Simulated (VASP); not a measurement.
# Zr2S3 (P4/mmm) in VASP: notebook

Runs on Zr2S3. Level: PBE. Tasks: single point.

Everything below comes from runs of VASP 6.6.1. Logs are shortened: lines on timing, memory, paths and dates and some standing lists are left out, and cuts for length are marked.

### Step 1. The cell of the first run

It takes space group P4/mmm (No. 123, tetragonal). The conventional cell has a = 4.132 Å, b = 4.132 Å, c = 6.109 Å, α = 90.00°, β = 90.00°, γ = 90.00°. Zr (site symmetry 4mm) has 4 S at 2.54 Å and 2 Zr at 2.95 to 3.16 Å within 3.3 Å. Within 3.3 Å of S (site symmetry mmm) lie 4 Zr at 2.54 Å and 4 S at 2.92 Å. S (site symmetry 4/mmm) has 8 Zr at 3.32 Å and 12 S at 3.69 to 4.13 Å within 4.4 Å.

### Step 2. Single point, PBE

File INCAR:

```
PREC     = Accurate       # precision mode
ENCUT    = 520            # plane-wave cutoff, eV
EDIFF    = 1E-6           # SCF threshold, eV
ISMEAR   = 0              # smearing method
SIGMA    = 0.1            # smearing width, eV
LREAL    = F              # projectors in reciprocal space
LASPH    = T              # aspherical terms in the spheres
NELM     = 100            # most SCF steps
ALGO     = Normal         # electronic algorithm
ISIF     = 2              # what is computed and relaxed
LWAVE    = F              # write WAVECAR
LCHARG   = F              # write CHGCAR
GGA      = PE             # functional
NBANDS   = 29             # bands
```

File KPOINTS:

```
regular mesh
0
Gamma
  4 4 4
```

File POSCAR:

```
Zr2S3
1.0
    4.1320052479      0.0000000000      0.0000000000
    0.0000000000      4.1320052479      0.0000000000
    0.0000000000      0.0000000000      6.1094052889
Zr S
2 3
Direct
    0.5000000000      0.5000000000      0.7412290610
    0.5000000000      0.5000000000      0.2587709390
    0.0000000000      0.5000000000      0.5000000000
    0.5000000000      0.0000000000      0.5000000000
    0.0000000000      0.0000000000      0.0000000000
```

Potentials or basis: VASP PAW PBE potentials, release 64 (Zr_sv, S).

Command:

```console
$ cat potpaw_PBE.64/Zr_sv/POTCAR potpaw_PBE.64/S/POTCAR > POTCAR
$ mpirun -np 1 vasp_std > vasp.out
```

OUTCAR:

```text
PREC = Accurate
   ENCUT = 520
   EDIFF = 1E-6
   ISMEAR = 0
   LREAL = F
   LASPH = T
   NELM = 100
   ISIF = 2
   GGA = PE

 ion  position               nearest neighbor table
   1  0.500  0.500  0.741-   3 2.54   4 2.54   4 2.54   3 2.54   2 2.95   2 3.16   5 3.32   5 3.32
                             5 3.32   5 3.32
   2  0.500  0.500  0.259-   3 2.54   4 2.54   4 2.54   3 2.54   1 2.95   1 3.16   5 3.32   5 3.32
                             5 3.32   5 3.32
   3  0.000  0.500  0.500-   1 2.54   2 2.54   1 2.54   2 2.54
   4  0.500  0.000  0.500-   1 2.54   2 2.54   1 2.54   2 2.54
   5  0.000  0.000  0.000-   1 3.32   2 3.32   1 3.32   2 3.32   1 3.32   2 3.32   1 3.32   2 3.32

  LATTYP: Found a simple tetragonal cell.
 ALAT       =     4.1320052479
 C/A-ratio  =     1.4785570014

  Lattice vectors:

 A1 = (   4.1320052479,   0.0000000000,   0.0000000000)
 A2 = (   0.0000000000,   4.1320052479,   0.0000000000)
 A3 = (   0.0000000000,   0.0000000000,   6.1094052889)

Analysis of symmetry for initial positions (statically):
=====================================================================
 Subroutine PRICEL returns:
 Original cell was already a primitive cell.

 Routine SETGRP: Setting up the symmetry group for a
 simple tetragonal supercell.

 Subroutine GETGRP returns: Found 16 space group operations
 (whereof 16 operations were pure point group operations)
 out of a pool of 16 trial point group operations.

The static configuration has the point symmetry D_4h.

Analysis of symmetry for dynamics (positions and initial velocities):
=====================================================================
 Subroutine PRICEL returns:
 Original cell was already a primitive cell.

 Routine SETGRP: Setting up the symmetry group for a
 simple tetragonal supercell.

 Subroutine GETGRP returns: Found 16 space group operations
 (whereof 16 operations were pure point group operations)
 out of a pool of 16 trial point group operations.

The dynamic configuration has the point symmetry D_4h.

 Subroutine INISYM returns: Found 16 space group operations
 (whereof 16 operations are pure point group operations),
 and found     1 'primitive' translations

----------------------------------------------------------------------------------------

                                     Primitive cell

[... 88 lines left out ...]
   NELM   =    100;   NELMIN=  2; NELMDL= -5     # of ELM steps
   EDIFF  = 0.1E-05   stopping-criterion for ELM
   LREAL  =      F    real-space projection
   EDIFFG = 0.1E-04   stopping-criterion for IOM
   NSW    =      0    number of steps for IOM
   IBRION =     -1    ionic relax: 0-MD 1-quasi-New 2-CG
   NFREE  =      0    steps in history (QN), initial steepest desc. (CG)
   ISIF   =      2    stress and relaxation
   ISYM   =      2    0-nonsym 1-usesym 2-fastsym
   POTIM  = 0.5000    time-step for ionic-motion
   TEBEG  =    0.0;   TEEND  =   0.0 temperature during run
   PSTRESS=    0.0 pullay stress
   NELECT =      42.0000    total number of electrons
   NUPDOWN=      -1.0000    fix difference up-down
   EMIN   =  10.00;   EMAX   =-10.00  energy-range for DOS
   EFERMI =   0.00;   METHOD = LEGACY
   ISMEAR =     0;   SIGMA  =   0.10  broadening in eV -4-tet -1-fermi 0-gaus
   EFERMI_NEDOS =   21; number of points for ismear=-14 and -15
   IALGO  =     38    algorithm
   IMIX   =      4    mixing-type and parameters
     AMIX     =   0.40;   BMIX     =  1.00
     AMIX_MAG =   1.60;   BMIX_MAG =  1.00
  volume/ion in A,a.u.               =      20.86       140.78
  Fermi-wavevector in a.u.,A,eV,Ry     =   1.208883  2.284458 19.883538  1.461399
  Thomas-Fermi vector in A             =   2.344478
   LORBIT       =      0    0 simple, 1 ext, 2 COOP (PROOUT), +10 PAW based schemes
   GGA     = PE    functional components
   LHFCALC =     F    Hartree Fock is set to
   AEXX    =    0.0000 exact exchange contribution
   IVDW    =     0    specifies the selected vdW correction
   LEPSILON=     F    determine dielectric tensor
   LRPA    =     F    only Hartree local field effects (RPA)
 non-spin polarized calculation
 Gauss-broadening in eV      SIGMA  =   0.10
  energy-cutoff  :      520.00
  volume of cell :      104.31
 maximum number of plane-waves:      2836
 NGX is ok and might be reduce to    32
   NGX = 15   NGY = 15   NGZ = 23

 number of electron      41.9999994 magnetization

 Free energy of the ion-electron system (eV)
  ---------------------------------------------------
  ext. energy  EPLUGINS =         0.00000000
  ---------------------------------------------------
  free energy    TOTEN  =       -33.17598294 eV

  energy without entropy =      -33.15745352  energy(sigma->0) =      -33.16671823

 E-fermi :   7.5495     XC(G=0): -10.3129

 val. band max:        7.5259756451   @ k =   0.2500   0.2500   0.5000
 cond. band min:       7.5542619509   @ k =   0.0000   0.0000   0.0000
 fundamental gap:      0.0282863058
 Fermi energy:         7.5495371374

 k-point     1 :       0.0000    0.0000    0.0000
  band No.  band energies     occupation
      1     -42.6052      2.00000
      2     -42.5158      2.00000
      3     -20.9275      2.00000
      4     -20.7263      2.00000
      5     -20.7263      2.00000
      6     -20.6103      2.00000
[... 565 lines left out ...]
     28      10.3195      0.00000
     29      10.4102      0.00000

------------------------ aborting loop because EDIFF is reached ----------------------------------------

  FORCE on cell =-STRESS in cart. coord.  units (eV):
  Direction    XX          YY          ZZ          XY          YZ          ZX
  --------------------------------------------------------------------------------------
  -------------------------------------------------------------------------------------
  Total       -0.0405965     -0.0405965     -0.0395261      0.0000000      0.0000000      0.0000000
  in kB       -0.6235611     -0.6235611     -0.6071195      0.0000000      0.0000000      0.0000000
  external PRESSURE =      -0.6180806 kB  Pullay stress =       0.0000000 kB

 VOLUME and BASIS-vectors are now :
 -----------------------------------------------------------------------------
  energy-cutoff  :      520.00
  volume of cell :      104.31
      direct lattice vectors                 reciprocal lattice vectors
     4.132005248  0.000000000  0.000000000     0.242013245  0.000000000  0.000000000
     0.000000000  4.132005248  0.000000000     0.000000000  0.242013245  0.000000000
     0.000000000  0.000000000  6.109405289     0.000000000  0.000000000  0.163682053

 POSITION                                       TOTAL-FORCE (eV/Angst)
 -----------------------------------------------------------------------------------
      2.06600      2.06600      4.52847         0.000000      0.000000     -0.029344
      2.06600      2.06600      1.58094        -0.000000      0.000000      0.029344
      0.00000      2.06600      3.05470        -0.000000     -0.000000      0.000000
      2.06600      0.00000      3.05470        -0.000000     -0.000000      0.000000
      0.00000      0.00000      0.00000        -0.000000     -0.000000      0.000000
 -----------------------------------------------------------------------------------
    total drift:                                0.000000     -0.000000      0.000000

  FREE ENERGIE OF THE ION-ELECTRON SYSTEM (eV)
  ---------------------------------------------------
  free  energy   TOTEN  =       -33.1759829447 eV

  energy  without entropy=      -33.1574535231  energy(sigma->0) =      -33.16671823
```

stdout:

```text
POSCAR found type information on POSCAR ZrS
 POSCAR found :  2 types and       5 ions
 scaLAPACK will be used
 LDA part: xc-table for (Slater+PW92), standard interpolation
 POSCAR, INCAR and KPOINTS ok, starting setup
 FFT: planning ... GRIDC
 FFT: planning ... GRID_SOFT
 FFT: planning ... GRID
 WAVECAR not read
 entering main loop
```

It took 49 s on 1 thread of Intel Xeon Platinum 8259CL at 2.50GHz (Skylake/Cascade Lake), shared host; peak memory 0.22 GiB.

Results:

| Quantity | Value |
| --- | --- |
| Free energy | -33.1760 eV |
| Pressure | -0.1 GPa |
| Largest force | 0.029 eV/Å |
| Band gap on the k mesh | zero (band 21 reaches 8.48 eV, above the bottom of band 22 at 7.29 eV) |

Forces in eV/Å, atoms in the order of the input:
```
Zr   0.000  0.000 -0.029
Zr   0.000  0.000  0.029
S    0.000  0.000  0.000
S    0.000  0.000  0.000
S    0.000  0.000  0.000
```

Caveat: the k points lie up to 0.38 Å⁻¹ apart.

### Step 3. Single point, PBE

This run uses another cell than the first one, of 24.31 Å³/atom, 1.165 times its volume.

File INCAR:

```
PREC = Accurate
ENCUT = 520
EDIFF = 1E-6
ISMEAR = 0
SIGMA = 0.1
LREAL = False
LASPH = True
NELM = 60
ALGO = Normal
ISIF = 2
LWAVE = False
LCHARG = False
GGA = PE
NBANDS = 29
```

File KPOINTS:

```
Automatic mesh
0
Gamma
  4 4 4
```

File POSCAR:

```
Zr2S3
1.0
    4.1808585500      0.0000000000      0.0000000000
    0.0000000000      4.1808585500      0.0000000000
    0.0000000000      0.0000000000      6.9531535300
Zr S
2 3
Direct
    0.5000000000      0.5000000000      0.7848865600
    0.5000000000      0.5000000000      0.2151134400
    0.0000000000      0.5000000000      0.5000000000
    0.5000000000      0.0000000000      0.5000000000
    0.0000000000      0.0000000000      0.0000000000
```

Potentials or basis: VASP PAW PBE potentials, release 64 (Zr_sv, S).

Command:

```console
$ cat potpaw_PBE.64/Zr_sv/POTCAR potpaw_PBE.64/S/POTCAR > POTCAR
$ mpirun -np 1 vasp_std > vasp.out
```

Wall time 66 s (1 thread of Intel Xeon Platinum 8259CL at 2.50GHz (Skylake/Cascade Lake), shared host); peak memory 0.24 GiB.

It converged, with:

```
Free energy            : -30.9967 eV
Pressure               : -13.6 GPa
Largest force          : 2.287 eV/Å
Band gap on the k mesh : zero (band 21 reaches 7.06 eV, above the bottom of band 22 at 5.90 eV)
```

Forces on the atoms (eV/Å):
```
Zr   0.000  0.000 -2.287
Zr   0.000  0.000  2.287
S    0.000  0.000  0.000
S    0.000  0.000  0.000
S    0.000  0.000  0.000
```

Stress tensor (GPa, compression positive):
```
-10.80   0.00   0.00
  0.00 -10.80   0.00
  0.00   0.00 -19.21
```

Levels at points of the mesh, in eV from the Fermi level:
| k point | band 18 | band 19 | band 20 | band 21 | band 22 | band 23 | band 24 | band 25 |
| --- | --- | --- | --- | --- | --- | --- | --- | --- |
| (0.00, 0.00, 0.00) | -2.30 | -1.40 | -0.76 | -0.17 | -0.07 | -0.07 | 0.51 | 1.12 |
| (0.50, 0.00, 0.00) | -2.51 | -2.26 | -2.10 | -0.07 | -0.06 | 0.36 | 0.99 | 1.11 |
| (0.50, 0.50, 0.00) | -3.41 | -0.38 | -0.12 | 0.92 | 1.32 | 1.33 | 1.43 | 1.43 |
| (0.00, 0.00, 0.50) | -2.97 | -0.64 | -0.12 | -0.12 | 0.11 | 0.46 | 0.46 | 0.66 |
| (0.50, 0.00, 0.50) | -3.02 | -2.58 | -1.99 | -0.33 | -0.23 | -0.11 | 0.19 | 1.10 |
| (0.50, 0.50, 0.50) | -2.75 | -0.79 | -0.32 | -0.11 | 1.11 | 1.32 | 1.80 | 1.94 |

Caveat: the k points lie up to 0.38 Å⁻¹ apart; forces of over 1 eV/Å act on the atoms, so gaps and moduli don't describe the material at rest.
